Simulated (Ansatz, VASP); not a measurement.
**Two plane-wave programs on Nb2PdSe4**

Contents of INCAR:

```
PREC = Accurate
ENCUT = 600
EDIFF = 1E-7
ISMEAR = 0
SIGMA = 0.15
LREAL = False
LASPH = True
NELM = 80
ALGO = Normal
ISIF = 3
LWAVE = False
LCHARG = False
GGA = PE
IBRION = 2
NSW = 36
EDIFFG = -0.08
```

File KPOINTS:

```
regular mesh
0
Gamma
  2 3 2
```

The input POSCAR:

```
Nb2PdSe4
1.0
    5.9510517400      0.0000000000      0.0000000000
    0.0000000000      3.5293233200      0.0000000000
   -0.0376740600      0.0000000000      7.7513969000
Nb Pd Se
2 1 4
Direct
    0.0000000000      0.5000000000      0.5000000000
    0.5000000000      0.0000000000      0.5000000000
    0.5000000000      0.0000000000      0.0000000000
    0.1621839700      0.0000000000      0.3254596300
    0.6632812000      0.5000000000      0.3251767500
    0.3367188000      0.5000000000      0.6748232500
    0.8378160300      0.0000000000      0.6745403700
```

Input for Ansatz:

```yaml
crystal:
  lattice:
    - [5.95105174, 0.0, 0.0]
    - [0.0, 3.52932332, 0.0]
    - [-0.03767406, 0.0, 7.7513969]
  atoms:
    - { symbol: Nb, position: [0.0, 0.5, 0.5] }
    - { symbol: Nb, position: [0.5, 0.0, 0.5] }
    - { symbol: Pd, position: [0.5, 0.0, 0.0] }
    - { symbol: Se, position: [0.16218397, 0.0, 0.32545963] }
    - { symbol: Se, position: [0.6632812, 0.5, 0.32517675] }
    - { symbol: Se, position: [0.3367188, 0.5, 0.67482325] }
    - { symbol: Se, position: [0.83781603, 0.0, 0.67454037] }
basis:
  ecutwfc: 420
kpoints:
  mp_grid: { grid: [2, 3, 2] }
hamiltonian:
  xc: pbe
scf:
  occupations: { method: gaussian, width: 0.15 }
  lower_state_search: "off"
output:
  forces: true
  stress: true
  eigenvalues: true
relax:
  adjacent_minimum: "off"
  f_tol: 0.08
  max_steps: 16
  cell: { stress_tol: 0.8 }
```

Change from the starting cell: species swapped into the KCr2S4 type (P2/m, No. 10).

Alike in both runs: task relaxation of cell and atoms; functional PBE; k mesh 2 × 3 × 2; occupations gaussian, width 0.15 eV; no spin polarisation.

|  | VASP | Ansatz |
| --- | --- | --- |
| version | VASP 6.6.1 | Ansatz 0.2.0 |
| potentials or method | VASP PAW PBE potentials, release 64 (Nb_sv, Pd, Se), cutoff 600 eV | scalar-relativistic, plane waves, PAW |
| valence electrons in the cell | 60 | 108 |

VASP gave:

```
gap on the k mesh at the Fermi level, each at its own relaxed structure (eV) : none
relaxed volume (Å³/atom)                                                     : 20.68
relaxed cell length with the largest relative difference (Å)                 : 3.673
```

Q: Estimate Ansatz's values.

A: gap on the k mesh at the Fermi level, each at its own relaxed structure (eV): none; relaxed volume (Å³/atom): 20.64; relaxed cell length with the largest relative difference (Å): 3.666.

A gap of «none» marks a metal or a gap that the smearing closes. VASP's potentials hold 60 valence electrons a cell and Ansatz's 108, so a difference there can come from the potentials and not from the codes.

The k mesh is coarse, so the values compare programs but aren't converged.
